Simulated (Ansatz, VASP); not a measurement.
Ti in VASP and in Ansatz

The input INCAR:

```
PREC = Accurate
ENCUT = 400
EDIFF = 1E-8
ISMEAR = -1
SIGMA = 0.05
LREAL = False
LASPH = True
NELM = 120
ALGO = Normal
ISIF = 2
LWAVE = False
LCHARG = False
LEFG = True
NBANDS = 12
GGA_COMPAT = False
```

File KPOINTS:

```
regular mesh
0
Gamma
  15 15 15
```

The input POSCAR:

```
Ti
1.0
    0.0000000000      2.0163754284      2.0163754284
    2.0163754284      0.0000000000      2.0163754284
    2.0163754284      2.0163754284      0.0000000000
Ti
1
Direct
    0.0000000000      0.0000000000      0.0000000000
```

Input for Ansatz:

```yaml
crystal:
  lattice:
    - [0.0, 2.0163754284, 2.0163754284]
    - [2.0163754284, 0.0, 2.0163754284]
    - [2.0163754284, 2.0163754284, 0.0]
  atoms:
    - { symbol: Ti, position: [0.0, 0.0, 0.0] }
kpoints:
  mp_grid: { grid: [15, 15, 15] }
scf:
  occupations: { method: fermi_dirac, width: 0.05 }
hamiltonian:
  xc: lda
  pseudopotentials: { kind: all_electron, datasets: crystal }
output:
  forces: true
  stress: true
  eigenvalues: true
  efg: { contact_densities: true }
```

Change from the starting cell: volume scaled by 0.98, crystal datasets.

Alike in both runs: task electric field gradients; functional LDA; k mesh 15 × 15 × 15; occupations fermi-dirac, width 0.05 eV; no spin polarisation.

|  | VASP | Ansatz |
| --- | --- | --- |
| version | VASP 6.6.1 | Ansatz 0.2.0 |
| potentials or method | VASP PAW LDA potentials, release 64 (Ti_sv), cutoff 400 eV | all-electron PAW with datasets made for the crystal, scalar-relativistic |

```csv
,VASP,Ansatz,Ansatz less VASP
pressure (GPa),-3.5,-2.6,+0.91
```

LDA's correlation is that of Perdew and Zunger in VASP and of Perdew and Wang (1992) in Ansatz. Ansatz ran all-electron here, and VASP with PAW potentials.
